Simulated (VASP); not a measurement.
Input of a VASP 6.6.1 run:

INCAR

```
PREC = Accurate ; ENCUT = 520
EDIFF = 1E-6 ; ISMEAR = -1
SIGMA = 0.05 ; LREAL = False
LASPH = True ; NELM = 150
ALGO = Normal ; ISIF = 2
LWAVE = False ; LCHARG = False
ISPIN = 2 ; MAGMOM = 5 5
LORBIT = 11 ; NUPDOWN = 10.0
LMAXMIX = 4 ; GGA = PS
NBANDS = 24
```

KPOINTS

```
regular mesh
0
Gamma
  10 10 6
```

File POSCAR:

```
Mn
1.0
    2.4836457705      0.0000000000      0.0000000000
   -1.2418228853      2.1509003313      0.0000000000
    0.0000000000      0.0000000000      4.0261950000
Mn
2
Direct
    0.3333333333      0.6666666667      0.2500000000
    0.6666666667      0.3333333333      0.7500000000
```

Potentials or basis: VASP PAW PBE potentials, release 64 (Mn_pv).

Command:

```console
$ cat potpaw_PBE.64/Mn_pv/POTCAR > POTCAR
$ mpirun -np 1 vasp_std > vasp.out
```

Q: Estimate the pressure.

A: 165.1 GPa.

Stress tensor (GPa, compression positive):
```
165.81   0.00   0.00
  0.00 165.81   0.00
  0.00   0.00 163.79
```

Caveat: the PAW data sets were made with another functional, which shifts forces and pressure a little; the total moment is fixed, so each spin has its own Fermi level.
